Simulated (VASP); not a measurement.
# Na (Pm-3m) in VASP: further runs

Na is run at these levels: PBEsol; tasks: single point.

Program: VASP 6.6.1. These are calculated values, not measurements. Logs are shortened: lines on timing, memory, paths and dates and some standing lists are left out, and cuts for length are marked.

## 1. The cell of the first run

Symmetry: Pm-3m, No. 221, cubic system. The conventional cell has a = 7.071 Å, b = 7.071 Å, c = 7.071 Å, α = 90.00°, β = 90.00°, γ = 90.00°.

This isn't the form of Na at room conditions, which is bcc.

## 2. Single point, PBEsol (strained)

Input file INCAR:

```
PREC     = Accurate       # precision mode
ENCUT    = 520            # plane-wave cutoff, eV
EDIFF    = 1E-7           # SCF threshold, eV
ISMEAR   = 0              # smearing method
SIGMA    = 0.1            # smearing width, eV
LREAL    = False          # projectors in reciprocal space
LASPH    = True           # aspherical terms in the spheres
NELM     = 100            # most SCF steps
ALGO     = Normal         # electronic algorithm
ISIF     = 2              # what is computed and relaxed
LWAVE    = False          # write WAVECAR
LCHARG   = True           # write CHGCAR
GGA      = PS             # functional
LELF     = True           # ELF
LVHAR    = True         
NBANDS   = 10             # bands
```

Input file KPOINTS:

```
Automatic mesh
0
Gamma
  6 6 6
```

Input file POSCAR:

```
Na
1.0
    7.0710313603      0.0000000000      0.0000000000
    0.0000000000      7.0710313603      0.0000000000
    0.0000000000      0.0000000000      7.0710313603
Na
1
Direct
    0.0000000000      0.0000000000      0.0000000000
```

Potentials or basis: VASP PAW PBE potentials, release 64 (Na_pv).

Run with:

```sh
$ cat potpaw_PBE.64/Na_pv/POTCAR > POTCAR
$ mpirun -np 1 vasp_std > vasp.out
```

OUTCAR:

```text
PREC = Accurate
   ENCUT = 520
   EDIFF = 1E-7
   ISMEAR = 0
   LREAL = False
   LASPH = True
   NELM = 100
   ISIF = 2
   GGA = PS

 ion  position               nearest neighbor table
   1  0.000  0.000  0.000-

  LATTYP: Found a simple cubic cell.
 ALAT       =     7.0710313603

  Lattice vectors:

 A1 = (   7.0710313603,   0.0000000000,   0.0000000000)
 A2 = (   0.0000000000,   7.0710313603,   0.0000000000)
 A3 = (   0.0000000000,   0.0000000000,   7.0710313603)

Analysis of symmetry for initial positions (statically):
=====================================================================
 Subroutine PRICEL returns:
 Original cell was already a primitive cell.

 Routine SETGRP: Setting up the symmetry group for a
 simple cubic supercell.

 Subroutine GETGRP returns: Found 48 space group operations
 (whereof 48 operations were pure point group operations)
 out of a pool of 48 trial point group operations.

The static configuration has the point symmetry O_h .

Analysis of symmetry for dynamics (positions and initial velocities):
=====================================================================
 Subroutine PRICEL returns:
 Original cell was already a primitive cell.

 Routine SETGRP: Setting up the symmetry group for a
 simple cubic supercell.

 Subroutine GETGRP returns: Found 48 space group operations
 (whereof 48 operations were pure point group operations)
 out of a pool of 48 trial point group operations.

The dynamic configuration has the point symmetry O_h .

 Subroutine INISYM returns: Found 48 space group operations
 (whereof 48 operations are pure point group operations),
 and found     1 'primitive' translations

----------------------------------------------------------------------------------------

                                     Primitive cell

  volume of cell :     353.5479

  direct lattice vectors                    reciprocal lattice vectors
     7.071031360  0.000000000  0.000000000     0.141422085  0.000000000  0.000000000
     0.000000000  7.071031360  0.000000000     0.000000000  0.141422085  0.000000000
     0.000000000  0.000000000  7.071031360     0.000000000  0.000000000  0.141422085

  length of vectors
     7.071031360  7.071031360  7.071031360     0.141422085  0.141422085  0.141422085

  position of ions in fractional coordinates (direct lattice)
     0.000000000  0.000000000  0.000000000

  ion indices of the primitive-cell ions
   primitive index   ion index
                 1           1

----------------------------------------------------------------------------------------

 KPOINTS: Automatic mesh

Automatic generation of k-mesh.
 Grid dimensions read from file:
 generate k-points for:    6    6    6

 Generating k-lattice:

  Cartesian coordinates                     Fractional coordinates (reciprocal lattice)
     0.023570348  0.000000000  0.000000000     0.166666667  0.000000000  0.000000000
     0.000000000  0.023570348  0.000000000     0.000000000  0.166666667  0.000000000
     0.000000000  0.000000000  0.023570348     0.000000000  0.000000000  0.166666667

  Length of vectors
     0.023570348  0.023570348  0.023570348

  Shift w.r.t. Gamma in fractional coordinates (k-lattice)
     0.000000000  0.000000000  0.000000000

 Subroutine IBZKPT returns following result:
 ===========================================

 Found     20 irreducible k-points:

 Following reciprocal coordinates:
            Coordinates               Weight
  0.000000  0.000000  0.000000      1.000000
  0.166667  0.000000  0.000000      6.000000
  0.333333  0.000000  0.000000      6.000000
  0.500000  0.000000  0.000000      3.000000
  0.166667  0.166667  0.000000     12.000000
  0.333333  0.166667  0.000000     24.000000
[... 12 lines left out ...]
  0.500000  0.500000  0.333333      6.000000
  0.500000  0.500000  0.500000      1.000000
   k-points           NKPTS =     20   k-points in BZ     NKDIM =     20   number of bands    NBANDS=     10
   number of dos      NEDOS =    301   number of ions     NIONS =      1
   total plane-waves  NPLWV = 157464
   dimension x,y,z NGX =    54 NGY =   54 NGZ =   54
   dimension x,y,z NGXF=   108 NGYF=  108 NGZF=  108
   ions per type =               1
   NGX,Y,Z   is equivalent  to a cutoff of  12.70, 12.70, 12.70 a.u.
   NGXF,Y,Z  is equivalent  to a cutoff of  25.39, 25.39, 25.39 a.u.
 SYSTEM =  unknown system
   PREC   = accura    normal or accurate (medium, high low for compatibility)
   ISTART =      0    job   : 0-new  1-cont  2-samecut
   ICHARG =      2    charge: 1-file 2-atom 10-const
   ISPIN  =      1    spin polarized calculation?
   LNONCOLLINEAR =      F non collinear calculations
   LSORBIT =      F    spin-orbit coupling
   LASPH  =      T    aspherical Exc in radial PAW
   ENCUT  =  520.0 eV  38.22 Ry    6.18 a.u.  13.15 13.15 13.15*2*pi/ulx,y,z
   NELM   =    100;   NELMIN=  2; NELMDL= -5     # of ELM steps
   EDIFF  = 0.1E-06   stopping-criterion for ELM
   LREAL  =      F    real-space projection
   EDIFFG = 0.1E-05   stopping-criterion for IOM
   NSW    =      0    number of steps for IOM
   IBRION =     -1    ionic relax: 0-MD 1-quasi-New 2-CG
   NFREE  =      0    steps in history (QN), initial steepest desc. (CG)
   ISIF   =      2    stress and relaxation
   ISYM   =      2    0-nonsym 1-usesym 2-fastsym
   POTIM  = 0.5000    time-step for ionic-motion
   TEBEG  =    0.0;   TEEND  =   0.0 temperature during run
   PSTRESS=    0.0 pullay stress
   NELECT =       7.0000    total number of electrons
   NUPDOWN=      -1.0000    fix difference up-down
   EMIN   =  10.00;   EMAX   =-10.00  energy-range for DOS
   EFERMI =   0.00;   METHOD = LEGACY
   ISMEAR =     0;   SIGMA  =   0.10  broadening in eV -4-tet -1-fermi 0-gaus
   EFERMI_NEDOS =   21; number of points for ismear=-14 and -15
   IALGO  =     38    algorithm
   IMIX   =      4    mixing-type and parameters
     AMIX     =   0.40;   BMIX     =  1.00
     AMIX_MAG =   1.60;   BMIX_MAG =  1.00
  volume/ion in A,a.u.               =     353.55      2385.86
  Fermi-wavevector in a.u.,A,eV,Ry     =   0.442885  0.836932  2.668749  0.196148
  Thomas-Fermi vector in A             =   1.419056
   LORBIT       =      0    0 simple, 1 ext, 2 COOP (PROOUT), +10 PAW based schemes
   GGA     = PS    functional components
   LHFCALC =     F    Hartree Fock is set to
   AEXX    =    0.0000 exact exchange contribution
   IVDW    =     0    specifies the selected vdW correction
   LEPSILON=     F    determine dielectric tensor
   LRPA    =     F    only Hartree local field effects (RPA)
 non-spin polarized calculation
 Gauss-broadening in eV      SIGMA  =   0.10
  energy-cutoff  :      520.00
  volume of cell :      353.55
 maximum number of plane-waves:      9570
 NGX is ok and might be reduce to    54
   NGX = 27   NGY = 27   NGZ = 27

 number of electron       7.0000013 magnetization

 Free energy of the ion-electron system (eV)
  ---------------------------------------------------
  ext. energy  EPLUGINS =         0.00000000
  ---------------------------------------------------
  free energy    TOTEN  =        -0.17613136 eV

  energy without entropy =       -0.15543347  energy(sigma->0) =       -0.16578241

 E-fermi :  -2.3192     XC(G=0):  -2.3685

 val. band max:       -2.3207336895   @ k =   0.3333   0.3333   0.0000
 cond. band min:      -2.3105826411   @ k =   0.5000   0.1667   0.1667
 fundamental gap:      0.0101510484
 Fermi energy:        -2.3191803665

 k-point     1 :       0.0000    0.0000    0.0000
  band No.  band energies     occupation
      1     -28.4046      2.00000
      2     -28.4046      2.00000
      3     -28.4046      2.00000
      4      -2.7058      2.00000
      5       0.3717      0.00000
      6       0.3717      0.00000
      7       0.3717      0.00000
      8       0.6854      0.00000
      9       1.0834      0.00000
     10       1.0834      0.00000

 k-point     2 :       0.1667    0.0000    0.0000
  band No.  band energies     occupation
      1     -28.4046      2.00000
      2     -28.4046      2.00000
      3     -28.4046      2.00000
      4      -2.6494      2.00000
      5      -0.2440      0.00000
      6       0.4239      0.00000
      7       0.4239      0.00000
      8       0.8779      0.00000
      9       1.1505      0.00000
     10       1.7385      0.00000

 k-point     3 :       0.3333    0.0000    0.0000
  band No.  band energies     occupation
      1     -28.4046      2.00000
      2     -28.4046      2.00000
      3     -28.4046      2.00000
      4      -2.5102      1.99309
      5      -0.8422      0.00000
      6       0.5504      0.00000
      7       0.5504      0.00000
      8       1.0928      0.00000
      9       1.3272      0.00000
     10       2.2205      0.00000

 k-point     4 :       0.5000    0.0000    0.0000
  band No.  band energies     occupation
      1     -28.4046      2.00000
      2     -28.4046      2.00000
      3     -28.4046      2.00000
      4      -2.4181      1.83821
      5      -1.0909      0.00000
      6       0.6316      0.00000
      7       0.6316      0.00000
      8       1.2722      0.00000
      9       1.4614      0.00000
     10       1.9405      0.00000
[... 170 lines left out ...]
 k-point    18 :       0.5000    0.3333    0.3333
  band No.  band energies     occupation
      1     -28.4046      2.00000
      2     -28.4046      2.00000
      3     -28.4046      2.00000
      4      -2.0531      0.00017
      5      -0.6367      0.00000
      6      -0.3118      0.00000
      7      -0.2643      0.00000
      8       0.7886      0.00000
      9       0.9162      0.00000
     10       1.2791      0.00000

 k-point    19 :       0.5000    0.5000    0.3333
  band No.  band energies     occupation
      1     -28.4046      2.00000
      2     -28.4046      2.00000
      3     -28.4046      2.00000
      4      -1.9719      0.00000
      5      -0.5225      0.00000
      6      -0.5225      0.00000
      7      -0.1860      0.00000
      8       0.5722      0.00000
      9       1.0201      0.00000
     10       1.0201      0.00000

 k-point    20 :       0.5000    0.5000    0.5000
  band No.  band energies     occupation
      1     -28.4046      2.00000
      2     -28.4046      2.00000
      3     -28.4046      2.00000
      4      -1.8930      0.00000
      5      -0.4161      0.00000
      6      -0.4161      0.00000
      7      -0.4161      0.00000
      8       0.7529      0.00000
      9       0.7529      0.00000
     10       0.7529      0.00000

------------------------ aborting loop because EDIFF is reached ----------------------------------------

  FORCE on cell =-STRESS in cart. coord.  units (eV):
  Direction    XX          YY          ZZ          XY          YZ          ZX
  --------------------------------------------------------------------------------------
  -------------------------------------------------------------------------------------
  Total       -0.2929724     -0.2929724     -0.2929724     -0.0000000      0.0000000      0.0000000
  in kB       -1.3276664     -1.3276664     -1.3276664     -0.0000000      0.0000000      0.0000000
  external PRESSURE =      -1.3276664 kB  Pullay stress =       0.0000000 kB

 VOLUME and BASIS-vectors are now :
 -----------------------------------------------------------------------------
  energy-cutoff  :      520.00
  volume of cell :      353.55
      direct lattice vectors                 reciprocal lattice vectors
     7.071031360  0.000000000  0.000000000     0.141422085  0.000000000  0.000000000
     0.000000000  7.071031360  0.000000000     0.000000000  0.141422085  0.000000000
     0.000000000  0.000000000  7.071031360     0.000000000  0.000000000  0.141422085

 POSITION                                       TOTAL-FORCE (eV/Angst)
 -----------------------------------------------------------------------------------
      0.00000      0.00000      0.00000         0.000000      0.000000      0.000000
 -----------------------------------------------------------------------------------
    total drift:                                0.000000     -0.000000     -0.000000

  FREE ENERGIE OF THE ION-ELECTRON SYSTEM (eV)
  ---------------------------------------------------
  free  energy   TOTEN  =        -0.1761313554 eV

  energy  without entropy=       -0.1554334654  energy(sigma->0) =       -0.16578241
```

Wall time 90 s (1 thread of Intel Xeon Platinum 8488C (Sapphire Rapids), shared host); peak memory 0.4 GiB.

Results:

```yaml
Free_energy: -0.1761 eV
Pressure: -0.1 GPa
Band_gap_on_the_k_mesh: zero (an odd number of electrons rules out a gap without spin polarisation)
```

Levels at points of the mesh, in eV from the Fermi level:
| k point | band 1 | band 2 | band 3 | band 4 | band 5 | band 6 | band 7 |
| --- | --- | --- | --- | --- | --- | --- | --- |
| (0.00, 0.00, 0.00) | -26.09 | -26.09 | -26.09 | -0.39 | 2.69 | 2.69 | 2.69 |
| (0.50, 0.00, 0.00) | -26.09 | -26.09 | -26.09 | -0.10 | 1.23 | 2.95 | 2.95 |
| (0.50, 0.50, 0.00) | -26.09 | -26.09 | -26.09 | 0.17 | 1.58 | 1.58 | 2.61 |
| (0.50, 0.50, 0.50) | -26.09 | -26.09 | -26.09 | 0.43 | 1.90 | 1.90 | 1.90 |

Caveat: the cell differs from its parent crystal (strained); the nearest neighbours stand farther apart than a usual bond; the PAW data sets were made with another functional, which shifts forces and pressure a little.

[end of part 1 of 2]
